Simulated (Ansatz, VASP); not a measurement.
## Ta: VASP beside Ansatz

```xyz
1
Lattice="0.0000 1.6663 1.6663 1.6663 0.0000 1.6663 1.6663 1.6663 0.0000" Properties=species:S:1:pos:R:3 pbc="T T T"
Ta    0.0000    0.0000    0.0000
```

Change from the starting cell: volume scaled by 0.491, to set the pressure.

Alike in both runs: task single point; functional PBE; k mesh 20 × 20 × 20; occupations fermi-dirac, width 0.08 eV; no spin polarisation.

```csv
,VASP,Ansatz
version,VASP 6.6.1,Ansatz 0.2.0
potentials or method,"VASP PAW PBE potentials, release 64 (Ta_pv)","PAW with Ansatz's default frozen-core files, scalar-relativistic"
plane-wave cutoff (eV),520,420
valence electrons in the cell,11,13
```

|  | VASP | Ansatz | Ansatz less VASP |
| --- | --- | --- | --- |
| pressure (GPa) | 495.0 | 481.2 | -13.80 |

Both programs put the cell under a high pressure, so it lies far from rest at this level. VASP's potentials hold 11 valence electrons a cell and Ansatz's 13, so a difference there can come from the potentials and not from the codes.

Spin-orbit coupling is off throughout. Noted on VASP's run: the cell as given lies far from equilibrium.
